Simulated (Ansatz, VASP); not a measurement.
WS in VASP and in Ansatz

```
CELL_PARAMETERS angstrom
3.25240 0.00000 0.00000
0.00000 3.25240 0.00000
0.00000 0.00000 3.25240
ATOMIC_POSITIONS crystal
W 0.00000 0.00000 0.00000
S 0.50000 0.50000 0.50000
```

Alike in both runs: functional r2SCAN; k mesh 14 × 14 × 14; occupations gaussian, width 0.1 eV; no spin polarisation; Hubbard terms W d U = 6.2 eV.

Ansatz relaxed the structure, and its values are those at the end. VASP's run is a single point on that final structure, the one shown.

|  | VASP | Ansatz |
| --- | --- | --- |
| version | VASP 6.6.1 | Ansatz 0.2.0 |
| potentials or method | VASP PAW PBE potentials, release 64 (W_sv, S), cutoff 520 eV | scalar-relativistic, plane waves, PAW |
| valence electrons in the cell | 20 | 20 |

|  | VASP | Ansatz | Ansatz less VASP |
| --- | --- | --- | --- |
| pressure (GPa) | -10.1 | 0.0 | +10.10 |

VASP's potentials were made for PBE, not for r2SCAN. The programs project onto different local orbitals, so the same U acts differently, and such runs can settle in different states. Ansatz's warnings: filled band counts differ across k points.

Spin-orbit coupling is off throughout.
